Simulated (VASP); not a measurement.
# Si2W (P1) in VASP: single point with PBEsol

Aim: the single point of Si2W with PBEsol.

Everything below comes from runs of VASP 6.6.1. Logs are shortened: lines on timing, memory, paths and dates and some standing lists are left out, and cuts for length are marked.

## 1. The cell of the first run

The typed cell holds 6 atoms: a = 3.202 Å, b = 3.202 Å, c = 7.816 Å, α = 90.00°, β = 90.00°, γ = 90.00°.

## 2. Single point, PBEsol

The input, INCAR:

```
PREC     = Accurate       # precision mode
ENCUT    = 520            # plane-wave cutoff, eV
EDIFF    = 1E-7           # SCF threshold, eV
ISMEAR   = 0              # smearing method
SIGMA    = 0.15           # smearing width, eV
LREAL    = False          # projectors in reciprocal space
LASPH    = True           # aspherical terms in the spheres
NELM     = 100            # most SCF steps
ALGO     = Normal         # electronic algorithm
ISIF     = 2              # what is computed and relaxed
LWAVE    = False          # write WAVECAR
LCHARG   = False          # write CHGCAR
GGA      = PS             # functional
NBANDS   = 31             # bands
```

The input, KPOINTS:

```
Automatic mesh
0
Gamma
  10 10 6
```

The input, POSCAR:

```
Si2W
1.0
    0.0000000000     -3.2024995618      0.0000000000
   -3.2024995618      0.0000000000      0.0000000000
    0.0000000000      0.0000000000     -7.8157325277
Si W
4 2
Direct
    0.3370634540      0.4441341019      0.1847660938
    1.1629365460      1.0558658981      0.6462360164
    0.4865025805      0.5425000304      0.8065976254
    1.0134974195      0.9574999696      0.3624002644
    0.0206553163     -0.2018598864     -0.0178286726
    0.4793446837      0.7018598864      0.5178286726
```

Potentials or basis: VASP PAW PBE potentials, release 64 (Si, W_sv).

Command:

```
cat potpaw_PBE.64/Si/POTCAR potpaw_PBE.64/W_sv/POTCAR > POTCAR
mpirun -np 1 vasp_std > vasp.out
```

OUTCAR:

```text
PREC = Accurate
   ENCUT = 520
   EDIFF = 1E-7
   ISMEAR = 0
   LREAL = False
   LASPH = True
   NELM = 100
   ISIF = 2
   GGA = PS

 ion  position               nearest neighbor table
   1  0.337  0.444  0.185-   5 2.20   4 2.33   4 2.39   6 2.77   5 2.80   5 2.93   4 3.01   3 3.01
                             4 3.05
   2  0.163  0.056  0.646-   6 1.82   3 2.25   4 2.29   3 2.31   6 2.51   6 2.66   5 2.79   3 2.95
                             3 2.99   6 3.17
   3  0.487  0.543  0.807-   5 2.19   2 2.25   2 2.31   6 2.31   5 2.34   2 2.95   2 2.99   1 3.01
                             5 3.13   5 3.24
   4  0.013  0.957  0.362-   6 2.09   6 2.25   2 2.29   1 2.33   1 2.39   1 3.01   5 3.02   1 3.05
                             6 3.06   6 3.18
   5  0.021  0.798  0.982-   3 2.19   1 2.20   3 2.34   2 2.79   1 2.80   1 2.93   4 3.02   3 3.13
                             3 3.24
   6  0.479  0.702  0.518-   2 1.82   4 2.09   4 2.25   3 2.31   2 2.51   2 2.66   1 2.77   4 3.06
                             2 3.17   4 3.18

  LATTYP: Found a simple tetragonal cell.
 ALAT       =     3.2024995618
 C/A-ratio  =     2.4405101006

  Lattice vectors:

 A1 = (   0.0000000000,  -3.2024995618,   0.0000000000)
 A2 = (  -3.2024995618,   0.0000000000,   0.0000000000)
 A3 = (   0.0000000000,   0.0000000000,  -7.8157325277)

Analysis of symmetry for initial positions (statically):
=====================================================================
 Subroutine PRICEL returns:
 Original cell was already a primitive cell.

 Routine SETGRP: Setting up the symmetry group for a
 simple tetragonal supercell.

 Subroutine GETGRP returns: Found  1 space group operations
 (whereof  1 operations were pure point group operations)
 out of a pool of 16 trial point group operations.

The static configuration has the point symmetry C_1 .

Analysis of symmetry for dynamics (positions and initial velocities):
=====================================================================
 Subroutine PRICEL returns:
 Original cell was already a primitive cell.

 Routine SETGRP: Setting up the symmetry group for a
 simple tetragonal supercell.

 Subroutine GETGRP returns: Found  1 space group operations
 (whereof  1 operations were pure point group operations)
 out of a pool of 16 trial point group operations.

The dynamic configuration has the point symmetry C_1 .

 Subroutine INISYM returns: Found  1 space group operations
 (whereof  1 operations are pure point group operations),
 and found     1 'primitive' translations

----------------------------------------------------------------------------------------

                                     Primitive cell

  volume of cell :      80.1582

  direct lattice vectors                    reciprocal lattice vectors
     0.000000000 -3.202499562  0.000000000     0.000000000 -0.312256093  0.000000000
    -3.202499562  0.000000000  0.000000000    -0.312256093  0.000000000  0.000000000
     0.000000000  0.000000000 -7.815732528     0.000000000  0.000000000 -0.127947060

  length of vectors
     3.202499562  3.202499562  7.815732528     0.312256093  0.312256093  0.127947060

  position of ions in fractional coordinates (direct lattice)
     0.337063454  0.444134102  0.184766094
     0.162936546  0.055865898  0.646236016
     0.486502581  0.542500030  0.806597625
     0.013497419  0.957499970  0.362400264
     0.020655316  0.798140114  0.982171327
     0.479344684  0.701859886  0.517828673

  ion indices of the primitive-cell ions
   primitive index   ion index
                 1           1
                 2           2
                 3           3
                 4           4
                 5           5
                 6           6

----------------------------------------------------------------------------------------

 KPOINTS: Automatic mesh

Automatic generation of k-mesh.
 Grid dimensions read from file:
 generate k-points for:   10   10    6

 Generating k-lattice:

  Cartesian coordinates                     Fractional coordinates (reciprocal lattice)
     0.000000000 -0.031225609  0.000000000     0.100000000  0.000000000  0.000000000
    -0.031225609  0.000000000  0.000000000     0.000000000  0.100000000  0.000000000
     0.000000000  0.000000000 -0.021324510     0.000000000  0.000000000  0.166666667

  Length of vectors
     0.031225609  0.031225609  0.021324510

  Shift w.r.t. Gamma in fractional coordinates (k-lattice)
     0.000000000  0.000000000  0.000000000

 Subroutine IBZKPT returns following result:
 ===========================================

 Found    304 irreducible k-points:

 Following reciprocal coordinates:
            Coordinates               Weight
  0.000000  0.000000  0.000000      1.000000
  0.100000  0.000000  0.000000      2.000000
  0.000000  0.100000  0.000000      2.000000
  0.200000  0.000000  0.000000      2.000000
  0.000000  0.200000  0.000000      2.000000
  0.300000  0.000000  0.000000      2.000000
[... 16 lines left out ...]
 -0.100000  0.400000  0.000000      2.000000
 -0.400000  0.100000  0.000000      2.000000
 [... further k-points ...]
   k-points           NKPTS =    304   k-points in BZ     NKDIM =    304   number of bands    NBANDS=     31
   number of dos      NEDOS =    301   number of ions     NIONS =      6
   total plane-waves  NPLWV =  34560
   dimension x,y,z NGX =    24 NGY =   24 NGZ =   60
   dimension x,y,z NGXF=    48 NGYF=   48 NGZF=  120
   ions per type =               4   2
   NGX,Y,Z   is equivalent  to a cutoff of  12.46, 12.46, 12.76 a.u.
   NGXF,Y,Z  is equivalent  to a cutoff of  24.92, 24.92, 25.52 a.u.
 SYSTEM =  unknown system
   PREC   = accura    normal or accurate (medium, high low for compatibility)
   ISTART =      0    job   : 0-new  1-cont  2-samecut
   ICHARG =      2    charge: 1-file 2-atom 10-const
   ISPIN  =      1    spin polarized calculation?
   LNONCOLLINEAR =      F non collinear calculations
   LSORBIT =      F    spin-orbit coupling
   LASPH  =      T    aspherical Exc in radial PAW
   ENCUT  =  520.0 eV  38.22 Ry    6.18 a.u.   5.95  5.95 14.53*2*pi/ulx,y,z
   NELM   =    100;   NELMIN=  2; NELMDL= -5     # of ELM steps
   EDIFF  = 0.1E-06   stopping-criterion for ELM
   LREAL  =      F    real-space projection
   EDIFFG = 0.1E-05   stopping-criterion for IOM
   NSW    =      0    number of steps for IOM
   IBRION =     -1    ionic relax: 0-MD 1-quasi-New 2-CG
   NFREE  =      0    steps in history (QN), initial steepest desc. (CG)
   ISIF   =      2    stress and relaxation
   ISYM   =      2    0-nonsym 1-usesym 2-fastsym
   POTIM  = 0.5000    time-step for ionic-motion
   TEBEG  =    0.0;   TEEND  =   0.0 temperature during run
   PSTRESS=    0.0 pullay stress
   NELECT =      44.0000    total number of electrons
   NUPDOWN=      -1.0000    fix difference up-down
   EMIN   =  10.00;   EMAX   =-10.00  energy-range for DOS
   EFERMI =   0.00;   METHOD = LEGACY
   ISMEAR =     0;   SIGMA  =   0.15  broadening in eV -4-tet -1-fermi 0-gaus
   EFERMI_NEDOS =   21; number of points for ismear=-14 and -15
   IALGO  =     38    algorithm
   IMIX   =      4    mixing-type and parameters
     AMIX     =   0.40;   BMIX     =  1.00
     AMIX_MAG =   1.60;   BMIX_MAG =  1.00
  volume/ion in A,a.u.               =      13.36        90.16
  Fermi-wavevector in a.u.,A,eV,Ry     =   1.340427  2.533039 24.446187  1.796744
  Thomas-Fermi vector in A             =   2.468741
   LORBIT       =      0    0 simple, 1 ext, 2 COOP (PROOUT), +10 PAW based schemes
   GGA     = PS    functional components
   LHFCALC =     F    Hartree Fock is set to
   AEXX    =    0.0000 exact exchange contribution
   IVDW    =     0    specifies the selected vdW correction
   LEPSILON=     F    determine dielectric tensor
   LRPA    =     F    only Hartree local field effects (RPA)
 non-spin polarized calculation
 Gauss-broadening in eV      SIGMA  =   0.15
  energy-cutoff  :      520.00
  volume of cell :       80.16
 maximum number of plane-waves:      2208
   NGX = 11   NGY = 11   NGZ = 29

 number of electron      44.0000001 magnetization

 Free energy of the ion-electron system (eV)
  ---------------------------------------------------
  ext. energy  EPLUGINS =         0.00000000
  ---------------------------------------------------
  free energy    TOTEN  =       -40.23397007 eV

  energy without entropy =      -40.20265521  energy(sigma->0) =      -40.21831264

 E-fermi :  11.4383     XC(G=0): -12.4710

 val. band max:       11.4343981921   @ k =   0.3000   0.0000   0.3333
 cond. band min:      11.4388675751   @ k =   0.1000   0.4000   0.0000
 fundamental gap:      0.0044693830
 Fermi energy:        11.4383007252

 k-point     1 :       0.0000    0.0000    0.0000
  band No.  band energies     occupation
      1     -61.7694      2.00000
      2     -61.5501      2.00000
      3     -26.5870      2.00000
      4     -26.1888      2.00000
      5     -26.1604      2.00000
      6     -26.0888      2.00000
[... 23 lines left out ...]
     30      17.3048      0.00000
     31      17.7578      0.00000

 k-point     2 :       0.1000    0.0000    0.0000
  band No.  band energies     occupation
      1     -61.7686      2.00000
      2     -61.5492      2.00000
      3     -26.5977      2.00000
      4     -26.1879      2.00000
      5     -26.1607      2.00000
      6     -26.1095      2.00000
[... 23 lines left out ...]
     30      17.3673      0.00000
     31      17.6052      0.00000

 k-point     3 :       0.0000    0.1000    0.0000
  band No.  band energies     occupation
      1     -61.7687      2.00000
      2     -61.5493      2.00000
      3     -26.5921      2.00000
      4     -26.1884      2.00000
      5     -26.1606      2.00000
      6     -26.0904      2.00000
[... 23 lines left out ...]
     30      17.4500      0.00000
     31      17.7172      0.00000

 k-point     4 :       0.2000    0.0000    0.0000
  band No.  band energies     occupation
      1     -61.7666      2.00000
      2     -61.5468      2.00000
      3     -26.6291      2.00000
      4     -26.1882      2.00000
      5     -26.1661      2.00000
      6     -26.1590      2.00000
[... 635 lines left out ...]
     30      16.4918      0.00000
     31      17.4002      0.00000

 k-point    23 :      -0.1000    0.4000    0.0000
  band No.  band energies     occupation
      1     -61.7616      2.00000
      2     -61.5411      2.00000
      3     -26.6659      2.00000
      4     -26.2291      2.00000
      5     -26.2073      2.00000
      6     -26.1478      2.00000
[... 23 lines left out ...]
     30      17.1589      0.00000
     31      17.7372      0.00000

 k-point    24 :      -0.4000    0.1000    0.0000
  band No.  band energies     occupation
      1     -61.7613      2.00000
      2     -61.5406      2.00000
      3     -26.7192      2.00000
      4     -26.2919      2.00000
      5     -26.1899      2.00000
      6     -26.1497      2.00000
[... 23 lines left out ...]
     30      16.3856      0.00000
     31      17.9458      0.00000

 [... further k-points ...]
[... 5 lines left out ...]
  --------------------------------------------------------------------------------------
  -------------------------------------------------------------------------------------
  Total       26.4721241     30.5894253     41.6446705    -21.0860569     -8.0128859      8.3091722
  in kB      529.1167695    611.4121344    832.3810145   -421.4616948   -160.1591280    166.0812079
  external PRESSURE =     657.6366395 kB  Pullay stress =       0.0000000 kB

 VOLUME and BASIS-vectors are now :
 -----------------------------------------------------------------------------
  energy-cutoff  :      520.00
  volume of cell :       80.16
      direct lattice vectors                 reciprocal lattice vectors
     0.000000000 -3.202499562  0.000000000     0.000000000 -0.312256093  0.000000000
    -3.202499562  0.000000000  0.000000000    -0.312256093  0.000000000  0.000000000
     0.000000000  0.000000000 -7.815732528     0.000000000  0.000000000 -0.127947060

 POSITION                                       TOTAL-FORCE (eV/Angst)
 -----------------------------------------------------------------------------------
     -1.42234     -1.07945     -1.44408         2.030772     -2.904466     -0.961927
     -0.17891     -0.52180     -5.05081       -12.025457     13.325087    -12.483662
     -1.73736     -1.55802     -6.30415         1.898928     -2.791448     -1.009986
     -3.06639     -0.04323     -2.83242        -3.759127      3.302624      6.916897
     -2.55604     -0.06615     -7.67639        -6.652491      3.827398     -2.142911
     -2.24771     -1.53510     -4.04721        18.507375    -14.759195      9.681589
 -----------------------------------------------------------------------------------
    total drift:                                0.000311     -0.000231      0.000158

  FREE ENERGIE OF THE ION-ELECTRON SYSTEM (eV)
  ---------------------------------------------------
  free  energy   TOTEN  =       -40.2339700673 eV

  energy  without entropy=      -40.2026552091  energy(sigma->0) =      -40.21831264
```

Run time: 32 min. Hardware: 1 thread of Oxide Virtual Turin-like, shared host; peak memory 0.61 GiB.

What came out:

```yaml
Free_energy: -40.2340 eV
Pressure: 65.8 GPa
Largest_force: 25.575 eV/Å
Band_gap_on_the_k_mesh: zero (band 22 reaches 12.27 eV, above the bottom of band 23 at 10.93 eV)
```

Forces in eV/Å, atoms in the order of the input:
```
Si    2.031  -2.904  -0.962
Si  -12.025  13.325 -12.484
Si    1.899  -2.791  -1.010
Si   -3.759   3.303   6.917
W    -6.652   3.827  -2.143
W    18.507 -14.759   9.682
```

Caveat: the PAW data sets were made with another functional, which shifts forces and pressure a little; spin-orbit coupling is left out, which moves the levels of the heavy elements.
